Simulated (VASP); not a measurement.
## AgBr: single point with PBE

AgBr:

```
CELL_PARAMETERS angstrom
0.00000 2.48624 2.48624
2.48624 0.00000 2.48624
2.48624 2.48624 0.00000
ATOMIC_POSITIONS crystal
Ag 0.00000 0.00000 0.00000
Br 0.50000 0.50000 0.50000
```

* Program: VASP 6.6.1
* Task: single point
* Functional: PBE
* Potentials or basis: VASP PAW PBE potentials, release 64 (Ag, Br)
* Cutoff: 500 eV
* k mesh: 9 × 9 × 9
* Occupations: fermi-dirac, width 0.03 eV
* Spin: no spin polarisation

| Item | Value |
| --- | --- |
| Pressure | 67.6 GPa |
| Band gap on the k mesh | 0.64 eV (least direct gap 2.22 eV) |

Levels at points of the mesh, in eV from the valence-band top:
```csv
k point,band 5,band 6,band 7,band 8,band 9,band 10,band 11,band 12,band 13,band 14
"(0.00, 0.00, 0.00)",-5.55,-5.55,-3.74,-3.74,-3.74,1.29,9.47,9.79,9.79,9.79
```

Run time: 23 s on 1 thread of Intel Xeon 8259CL, with other jobs on the host, peak memory 0.17 GiB.

Caveat: the cell stands under pressure; an odd mesh through Γ misses points on the zone boundary, where band edges can lie.
